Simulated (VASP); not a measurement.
# SnO2 (Pnnm) in VASP: further runs

The runs below take SnO2 through single point, with PBE, RPBE.

Everything below comes from runs of VASP 6.6.1. Logs are shortened: lines on timing, memory, paths and dates and some standing lists are left out, and cuts for length are marked.

### 1 The cell of the first run

The structure is orthorhombic, space group Pnnm (No. 58). Conventional cell: a = 4.828 Å, b = 4.828 Å, c = 3.238 Å, α = 90.00°, β = 90.00°, γ = 90.00°. Within 2.8 Å of Sn (site symmetry 2/m) lie 6 O at 2.09 Å. O (site symmetry m) has 3 Sn at 2.09 Å and 1 O at 2.64 Å within 2.8 Å.

### 2 Single point, PBE

The input, INCAR:

```
PREC = Accurate
ENCUT = 600
EDIFF = 1E-6
ISMEAR = -5
SIGMA = 0.05
LREAL = False
LASPH = True
NELM = 120
ALGO = Normal
ISIF = 2
LWAVE = False
LCHARG = False
GGA = PE
NBANDS = 35
GGA_COMPAT = False
```

The input, KPOINTS:

```
Automatic mesh
0
Gamma
  6 6 8
```

The input, POSCAR:

```
SnO2
1.0
    4.8277049961      0.0000000000      0.0000000000
    0.0000000000      4.8277049961      0.0000000000
    0.0000000000      0.0000000000      3.2379909406
Sn O
2 4
Direct
    0.0000000000      0.0000000000      0.0000000000
    0.5000000000      0.5000000000      0.5000000000
    0.3011125170      0.3120976556      0.0000000000
    0.1988874830      0.8120976556      0.5000000000
    0.6988874830      0.6879023444      0.0000000000
    0.8011125170      0.1879023444      0.5000000000
```

Potentials or basis: VASP PAW PBE potentials, release 64 (Sn_d, O).

Started as:

```console
> cat potpaw_PBE.64/Sn_d/POTCAR potpaw_PBE.64/O/POTCAR > POTCAR
> mpirun -np 1 vasp_std > vasp.out
```

OUTCAR:

```text
PREC = Accurate
   ENCUT = 600
   EDIFF = 1E-6
   ISMEAR = -5
   LREAL = False
   LASPH = True
   NELM = 120
   ISIF = 2
   GGA = PE

 ion  position               nearest neighbor table
   1  0.000  0.000  0.000-   4 2.09   6 2.09   4 2.09   6 2.09   5 2.09   3 2.09
   2  0.500  0.500  0.500-   3 2.09   5 2.09   3 2.09   5 2.09   4 2.09   6 2.09
   3  0.301  0.312  0.000-   2 2.09   2 2.09   1 2.09
   4  0.199  0.812  0.500-   1 2.09   1 2.09   2 2.09
   5  0.699  0.688  0.000-   2 2.09   2 2.09   1 2.09
   6  0.801  0.188  0.500-   1 2.09   1 2.09   2 2.09

  LATTYP: Found a simple tetragonal cell.
 ALAT       =     4.8277049961
 C/A-ratio  =     0.6707101911

  Lattice vectors:

 A1 = (   4.8277049961,   0.0000000000,   0.0000000000)
 A2 = (   0.0000000000,   4.8277049961,   0.0000000000)
 A3 = (   0.0000000000,   0.0000000000,   3.2379909406)

Analysis of symmetry for initial positions (statically):
=====================================================================
 Subroutine PRICEL returns:
 Original cell was already a primitive cell.

 Routine SETGRP: Setting up the symmetry group for a
 simple tetragonal supercell.

 Subroutine GETGRP returns: Found  8 space group operations
 (whereof  4 operations were pure point group operations)
 out of a pool of 16 trial point group operations.

The static configuration has the point symmetry C_2h.
 The point group associated with its full space group is D_2h.

Analysis of symmetry for dynamics (positions and initial velocities):
=====================================================================
 Subroutine PRICEL returns:
 Original cell was already a primitive cell.

 Routine SETGRP: Setting up the symmetry group for a
 simple tetragonal supercell.

 Subroutine GETGRP returns: Found  8 space group operations
 (whereof  4 operations were pure point group operations)
 out of a pool of 16 trial point group operations.

The dynamic configuration has the point symmetry C_2h.
 The point group associated with its full space group is D_2h.

 Subroutine INISYM returns: Found  8 space group operations
 (whereof  4 operations are pure point group operations),
 and found     1 'primitive' translations

----------------------------------------------------------------------------------------

                                     Primitive cell

  volume of cell :      75.4670

  direct lattice vectors                    reciprocal lattice vectors
     4.827704996  0.000000000  0.000000000     0.207137760  0.000000000  0.000000000
     0.000000000  4.827704996  0.000000000     0.000000000  0.207137760  0.000000000
     0.000000000  0.000000000  3.237990941     0.000000000  0.000000000  0.308833477

  length of vectors
     4.827704996  4.827704996  3.237990941     0.207137760  0.207137760  0.308833477

  position of ions in fractional coordinates (direct lattice)
     0.000000000  0.000000000  0.000000000
     0.500000000  0.500000000  0.500000000
     0.301112517  0.312097656  0.000000000
     0.198887483  0.812097656  0.500000000
     0.698887483  0.687902344  0.000000000
     0.801112517  0.187902344  0.500000000

  ion indices of the primitive-cell ions
   primitive index   ion index
                 1           1
                 2           2
                 3           3
                 4           4
                 5           5
                 6           6

----------------------------------------------------------------------------------------

 KPOINTS: Automatic mesh

Automatic generation of k-mesh.
 Grid dimensions read from file:
 generate k-points for:    6    6    8

 Generating k-lattice:

  Cartesian coordinates                     Fractional coordinates (reciprocal lattice)
     0.034522960  0.000000000  0.000000000     0.166666667  0.000000000  0.000000000
     0.000000000  0.034522960  0.000000000     0.000000000  0.166666667  0.000000000
     0.000000000  0.000000000  0.038604185     0.000000000  0.000000000  0.125000000

  Length of vectors
     0.034522960  0.034522960  0.038604185

  Shift w.r.t. Gamma in fractional coordinates (k-lattice)
     0.000000000  0.000000000  0.000000000

 TETIRR: Found    864 inequivalent tetrahedra from     1728

 Subroutine IBZKPT returns following result:
 ===========================================

 Found     80 irreducible k-points:

 Following reciprocal coordinates:
            Coordinates               Weight
  0.000000  0.000000  0.000000      1.000000
  0.166667  0.000000  0.000000      2.000000
  0.000000  0.166667  0.000000      2.000000
  0.333333  0.000000  0.000000      2.000000
  0.000000  0.333333  0.000000      2.000000
  0.500000  0.000000  0.000000      1.000000
[... 16 lines left out ...]
  0.000000  0.500000  0.125000      2.000000
  0.166667  0.166667  0.125000      8.000000
 [... further k-points ...]
   k-points           NKPTS =     80   k-points in BZ     NKDIM =     80   number of bands    NBANDS=     35
   number of dos      NEDOS =    301   number of ions     NIONS =      6
   total plane-waves  NPLWV =  44800
   dimension x,y,z NGX =    40 NGY =   40 NGZ =   28
   dimension x,y,z NGXF=    80 NGYF=   80 NGZF=   56
   ions per type =               2   4
   NGX,Y,Z   is equivalent  to a cutoff of  13.77, 13.77, 14.38 a.u.
   NGXF,Y,Z  is equivalent  to a cutoff of  27.55, 27.55, 28.75 a.u.
 SYSTEM =  unknown system
   PREC   = accura    normal or accurate (medium, high low for compatibility)
   ISTART =      0    job   : 0-new  1-cont  2-samecut
   ICHARG =      2    charge: 1-file 2-atom 10-const
   ISPIN  =      1    spin polarized calculation?
   LNONCOLLINEAR =      F non collinear calculations
   LSORBIT =      F    spin-orbit coupling
   LASPH  =      T    aspherical Exc in radial PAW
   ENCUT  =  600.0 eV  44.10 Ry    6.64 a.u.   9.64  9.64  6.47*2*pi/ulx,y,z
   NELM   =    120;   NELMIN=  2; NELMDL= -5     # of ELM steps
   EDIFF  = 0.1E-05   stopping-criterion for ELM
   LREAL  =      F    real-space projection
   EDIFFG = 0.1E-04   stopping-criterion for IOM
   NSW    =      0    number of steps for IOM
   IBRION =     -1    ionic relax: 0-MD 1-quasi-New 2-CG
   NFREE  =      0    steps in history (QN), initial steepest desc. (CG)
   ISIF   =      2    stress and relaxation
   ISYM   =      2    0-nonsym 1-usesym 2-fastsym
   POTIM  = 0.5000    time-step for ionic-motion
   TEBEG  =    0.0;   TEEND  =   0.0 temperature during run
   PSTRESS=    0.0 pullay stress
   NELECT =      52.0000    total number of electrons
   NUPDOWN=      -1.0000    fix difference up-down
   EMIN   =  10.00;   EMAX   =-10.00  energy-range for DOS
   EFERMI =   0.00;   METHOD = LEGACY
   ISMEAR =    -5;   SIGMA  =   0.05  broadening in eV -4-tet -1-fermi 0-gaus
   EFERMI_NEDOS =   21; number of points for ismear=-14 and -15
   IALGO  =     38    algorithm
   IMIX   =      4    mixing-type and parameters
     AMIX     =   0.40;   BMIX     =  1.00
     AMIX_MAG =   1.60;   BMIX_MAG =  1.00
  volume/ion in A,a.u.               =      12.58        84.88
  Fermi-wavevector in a.u.,A,eV,Ry     =   1.445962  2.732472 28.447149  2.090806
  Thomas-Fermi vector in A             =   2.564085
   LORBIT       =      0    0 simple, 1 ext, 2 COOP (PROOUT), +10 PAW based schemes
   GGA     = PE    functional components
   LHFCALC =     F    Hartree Fock is set to
   AEXX    =    0.0000 exact exchange contribution
   IVDW    =     0    specifies the selected vdW correction
   LEPSILON=     F    determine dielectric tensor
   LRPA    =     F    only Hartree local field effects (RPA)
 non-spin polarized calculation
 Fermi weights with tetrahedron method with Bloechl corrections
  energy-cutoff  :      600.00
  volume of cell :       75.47
 maximum number of plane-waves:      2557
 NGX is ok and might be reduce to    40
   NGX = 19   NGY = 19   NGZ = 13

 number of electron      52.0000000 magnetization

 Free energy of the ion-electron system (eV)
  ---------------------------------------------------
  ext. energy  EPLUGINS =         0.00000000
  ---------------------------------------------------
  free energy    TOTEN  =       -37.31834173 eV

  energy without entropy =      -37.31834173  energy(sigma->0) =      -37.31834173

 E-fermi :   5.5453     XC(G=0): -10.9760

 val. band max:        5.5162801068   @ k =   0.0000   0.0000   0.0000
 cond. band min:       6.2036202689   @ k =   0.0000   0.0000   0.0000
 fundamental gap:      0.6873401621
 Fermi energy:         5.5452900449

 k-point     1 :       0.0000    0.0000    0.0000
  band No.  band energies     occupation
      1     -15.5048      2.00000
      2     -14.8418      2.00000
      3     -14.6488      2.00000
      4     -14.6219      2.00000
      5     -14.6206      2.00000
      6     -14.5554      2.00000
[... 27 lines left out ...]
     34      17.1081      0.00000
     35      17.6902      0.00000

 k-point     2 :       0.1667    0.0000    0.0000
  band No.  band energies     occupation
      1     -15.4673      2.00000
      2     -14.8834      2.00000
      3     -14.6479      2.00000
      4     -14.6203      2.00000
      5     -14.6191      2.00000
      6     -14.5837      2.00000
[... 27 lines left out ...]
     34      17.1769      0.00000
     35      17.7257      0.00000

 k-point     3 :       0.0000    0.1667    0.0000
  band No.  band energies     occupation
      1     -15.4675      2.00000
      2     -14.8837      2.00000
      3     -14.6480      2.00000
      4     -14.6203      2.00000
      5     -14.6192      2.00000
      6     -14.5840      2.00000
[... 27 lines left out ...]
     34      17.0422      0.00000
     35      17.7152      0.00000
[... 723 lines left out ...]
 k-point    23 :       0.0000    0.5000    0.1250
  band No.  band energies     occupation
      1     -15.1679      2.00000
      2     -15.1679      2.00000
      3     -14.7314      2.00000
      4     -14.7314      2.00000
      5     -14.5890      2.00000
      6     -14.5890      2.00000
[... 27 lines left out ...]
     34      17.5962      0.00000
     35      17.7525      0.00000

 k-point    24 :       0.1667    0.1667    0.1250
  band No.  band energies     occupation
      1     -15.3797      2.00000
      2     -14.9036      2.00000
      3     -14.7423      2.00000
      4     -14.7239      2.00000
      5     -14.6186      2.00000
      6     -14.5662      2.00000
[... 27 lines left out ...]
     34      17.3356      0.00000
     35      17.6708      0.00000

 [... further k-points ...]
[... 5 lines left out ...]
  --------------------------------------------------------------------------------------
  -------------------------------------------------------------------------------------
  Total        0.0312099      0.2290738      0.2686943      0.0000000      0.0000000      0.0000000
  in kB        0.6625919      4.8632751      5.7044264      0.0000000      0.0000000      0.0000000
  external PRESSURE =       3.7434312 kB  Pullay stress =       0.0000000 kB

 VOLUME and BASIS-vectors are now :
 -----------------------------------------------------------------------------
  energy-cutoff  :      600.00
  volume of cell :       75.47
      direct lattice vectors                 reciprocal lattice vectors
     4.827704996  0.000000000  0.000000000     0.207137760  0.000000000  0.000000000
     0.000000000  4.827704996  0.000000000     0.000000000  0.207137760  0.000000000
     0.000000000  0.000000000  3.237990941     0.000000000  0.000000000  0.308833477

 POSITION                                       TOTAL-FORCE (eV/Angst)
 -----------------------------------------------------------------------------------
      0.00000      0.00000      0.00000         0.000000     -0.000000      0.000000
      2.41385      2.41385      1.61900         0.000000     -0.000000      0.000000
      1.45368      1.50672      0.00000         0.006598     -0.029875      0.000000
      0.96017      3.92057      1.61900        -0.006598     -0.029875      0.000000
      3.37402      3.32099      0.00000        -0.006598      0.029875      0.000000
      3.86753      0.90714      1.61900         0.006598      0.029875      0.000000
 -----------------------------------------------------------------------------------
    total drift:                                0.000000     -0.000000     -0.000000

  FREE ENERGIE OF THE ION-ELECTRON SYSTEM (eV)
  ---------------------------------------------------
  free  energy   TOTEN  =       -37.3183417260 eV

  energy  without entropy=      -37.3183417260  energy(sigma->0) =      -37.31834173
```

Wall time 2.2 min (1 thread of Oxide Virtual Turin-like, shared host); peak memory 0.31 GiB.

Results:

- Free energy: -37.3183 eV
- Pressure: 0.4 GPa
- Largest force: 0.031 eV/Å
- Band gap on the k mesh: 0.69 eV

Forces on the atoms (eV/Å):
```
Sn   0.000  0.000  0.000
Sn   0.000  0.000  0.000
O    0.007 -0.030  0.000
O   -0.007 -0.030  0.000
O   -0.007  0.030  0.000
O    0.007  0.030  0.000
```

Levels at points of the mesh, in eV from the valence-band top:
```
           k point  band 23  band 24  band 25  band 26  band 27  band 28  band 29  band 30
(0.00, 0.00, 0.00)    -1.23    -0.74    -0.71     0.00     0.69     5.70     6.06     6.09
(0.50, 0.00, 0.00)    -1.19    -1.19    -0.56    -0.56     3.85     3.85     6.73     6.73
(0.00, 0.50, 0.00)    -1.19    -1.19    -0.63    -0.63     3.92     3.92     6.90     6.90
(0.50, 0.50, 0.00)    -1.31    -1.31    -0.84    -0.84     4.28     4.28     7.16     7.16
(0.00, 0.00, 0.50)    -1.51    -1.51    -1.16    -1.16     5.59     5.59     9.37     9.37
(0.50, 0.00, 0.50)    -0.98    -0.98    -0.76    -0.76     5.87     5.87     7.65     7.65
(0.00, 0.50, 0.50)    -1.03    -1.03    -0.71    -0.71     5.83     5.83     7.57     7.57
(0.50, 0.50, 0.50)    -0.91    -0.91    -0.76    -0.76     4.36     4.36     8.62     8.62
```

Caveat: semilocal functionals underestimate gaps, and a narrow one can read as zero; spin-orbit coupling is left out, which moves the levels of the heavy elements.

### 3 Single point, RPBE

The input, INCAR:

```
ALGO = Normal ; EDIFF = 1E-6
ENCUT = 600 ; GGA = RP
GGA_COMPAT = False ; ISIF = 2
ISMEAR = 0 ; ISYM = 0
LASPH = True ; LCHARG = True
LELF = True ; LREAL = False
LVHAR = True ; LWAVE = False
NBANDS = 35 ; NELM = 120
PREC = Accurate ; SIGMA = 0.05
```

The input, KPOINTS:

```
k-points
0
Gamma
  6 6 8
```

The input, POSCAR:

```
SnO2
1.0
    4.8277049961      0.0000000000      0.0000000000
    0.0000000000      4.8277049961      0.0000000000
    0.0000000000      0.0000000000      3.2379909406
Sn O
2 4
Direct
    0.0000000000      0.0000000000      0.0000000000
    0.5000000000      0.5000000000      0.5000000000
    0.2901273784      0.3230827942      0.0000000000
    0.2098726216      0.8230827942      0.5000000000
    0.7098726216      0.6769172058      0.0000000000
    0.7901273784      0.1769172058      0.5000000000
```

Potentials or basis: VASP PAW PBE potentials, release 64 (Sn_d, O).

Started as:

```console
> cat potpaw_PBE.64/Sn_d/POTCAR potpaw_PBE.64/O/POTCAR > POTCAR
> mpirun -np 1 vasp_std > vasp.out
```

Run time: 5.3 min. Hardware: 1 thread of Oxide Virtual Turin-like, shared host; peak memory 0.44 GiB.

It converged, with:

```yaml
Free_energy: -34.9679 eV
Pressure: 3.8 GPa
Largest_force: 0.076 eV/Å
Band_gap_on_the_k_mesh: 0.89 eV
```

Forces in eV/Å, atoms in the order of the input:
```
Sn   0.000  0.000  0.000
Sn   0.000  0.000  0.000
O    0.039 -0.066  0.000
O   -0.039 -0.066  0.000
O   -0.039  0.066  0.000
O    0.039  0.066  0.000
```

Stress tensor (GPa, compression positive):
```
3.07 0.00 0.00
0.00 4.32 0.00
0.00 0.00 4.10
```

Levels at points of the mesh, in eV from the valence-band top:
| k point | band 22 | band 23 | band 24 | band 25 | band 26 | band 27 | band 28 | band 29 | band 30 | band 31 |
| --- | --- | --- | --- | --- | --- | --- | --- | --- | --- | --- |
| (0.00, 0.00, 0.00) | -1.19 | -1.09 | -0.65 | -0.57 | 0.00 | 0.89 | 5.86 | 6.26 | 6.35 | 10.32 |
| (0.50, 0.00, 0.00) | -1.68 | -1.09 | -1.09 | -0.39 | -0.39 | 3.92 | 3.92 | 6.80 | 6.80 | 10.64 |
| (0.00, 0.50, 0.00) | -1.84 | -1.09 | -1.09 | -0.58 | -0.58 | 4.11 | 4.11 | 7.29 | 7.29 | 10.47 |
| (0.50, 0.50, 0.00) | -1.76 | -1.21 | -1.21 | -0.73 | -0.73 | 4.44 | 4.44 | 7.35 | 7.35 | 10.66 |
| (0.00, 0.00, 0.50) | -2.47 | -1.41 | -1.41 | -1.03 | -1.03 | 5.71 | 5.71 | 9.57 | 9.57 | 10.39 |
| (0.50, 0.00, 0.50) | -1.67 | -0.83 | -0.83 | -0.72 | -0.72 | 6.02 | 6.02 | 7.91 | 7.91 | 10.56 |
| (0.00, 0.50, 0.50) | -1.38 | -0.99 | -0.99 | -0.58 | -0.58 | 5.92 | 5.92 | 7.66 | 7.66 | 11.06 |
| (0.50, 0.50, 0.50) | -2.32 | -0.82 | -0.82 | -0.65 | -0.65 | 4.50 | 4.50 | 8.89 | 8.89 | 10.78 |

Caveat: the cell stands under pressure; the PAW data sets were made with another functional, which shifts forces and pressure a little; spin-orbit coupling is left out, which moves the levels of the heavy elements.
